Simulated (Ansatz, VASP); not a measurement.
One calculation of NiMoIrPdW, two programs

Contents of INCAR:

```
PREC = Accurate ; ENCUT = 600
EDIFF = 1E-7 ; ISMEAR = -1
SIGMA = 0.05 ; LREAL = F
LASPH = T ; NELM = 150
ALGO = Normal ; ISIF = 3
LWAVE = F ; LCHARG = F
ISPIN = 2 ; MAGMOM = 1 1 0 0.6 0
LORBIT = 11 ; LMAXMIX = 4
GGA = PE ; IVDW = 13
IBRION = 2 ; NSW = 60
EDIFFG = -0.01
```

Contents of KPOINTS:

```
regular mesh
0
Gamma
  8 8 2
```

The input POSCAR:

```
NiMoIrPdW
1.0
    2.7607800000      0.0000000000      0.0000000000
   -1.3803900000      2.3909000000      0.0000000000
    0.0000000000      0.0000000000     11.3405100000
Ni Mo Pd Ir W
1 1 1 1 1
Direct
    0.0000000000      0.0000000000      0.7091700000
    0.6666700000      0.3333300000      0.2942500000
    0.6666700000      0.3333300000      0.8990100000
    0.0000000000      0.0000000000      0.1060400000
    0.6666700000      0.3333300000      0.5292100000
```

Contents of input.yaml:

```yaml
crystal:
  lattice:
    - [2.76078, 0.0, 0.0]
    - [-1.38039, 2.3909, 0.0]
    - [0.0, 0.0, 11.34051]
  atoms:
    - { symbol: Ni, position: [0.0, 0.0, 0.70917], spin: 1.0 }
    - { symbol: Mo, position: [0.66667, 0.33333, 0.29425], spin: 1.0 }
    - { symbol: Pd, position: [0.66667, 0.33333, 0.89901] }
    - { symbol: Ir, position: [0.0, 0.0, 0.10604], spin: 0.6 }
    - { symbol: W, position: [0.66667, 0.33333, 0.52921] }
hamiltonian:
  xc: pbe
  pseudopotentials: { kind: paw }
  dispersion: d4
magnetization:
  spin_polarized: true
kpoints:
  mp_grid: { grid: [8, 8, 2] }
scf:
  occupations: { method: fermi_dirac, width: 0.05 }
output:
  forces: true
  stress: true
  eigenvalues: true
  write_density: true
  write_potential: true
  elf: true
  volumetric_format: npy
relax:
  f_tol: 0.01
  max_steps: 40
  cell: { stress_tol: 0.05 }
```

Alike in both runs: task relaxation of cell and atoms; functional PBE; dispersion D4; k mesh 8 × 8 × 2; occupations fermi-dirac, width 0.05 eV; collinear spin.

|  | VASP | Ansatz |
| --- | --- | --- |
| version | VASP 6.6.1 | Ansatz 0.2.0 |
| potentials or method | VASP PAW PBE potentials, release 64 (Ni, Mo_sv, Pd, Ir, W_sv) | Ansatz PAW |
| plane-wave cutoff (eV) | 600 | 420 |
| valence electrons in the cell | 57 | 81 |

```tsv
	VASP	Ansatz	Ansatz less VASP
gap on the k mesh at the Fermi level, each at its own relaxed structure (eV)	none	none	-
net moment per atom (μB)	0.00	0.00	0.000
relaxed volume (Å³/atom)	14.61	14.59	-0.020
relaxed cell length with the largest relative difference (Å)	2.744	2.742	-0.0016
```

A gap of «none» marks a metal or a gap that the smearing closes. VASP's potentials hold 57 valence electrons a cell and Ansatz's 81, so a difference there can come from the potentials and not from the codes.

Neither program's run includes spin-orbit coupling. Noted on Ansatz's run: the plane-wave basis is chosen anew once the cell has moved, so the energies of steps on either side of that aren't comparable.
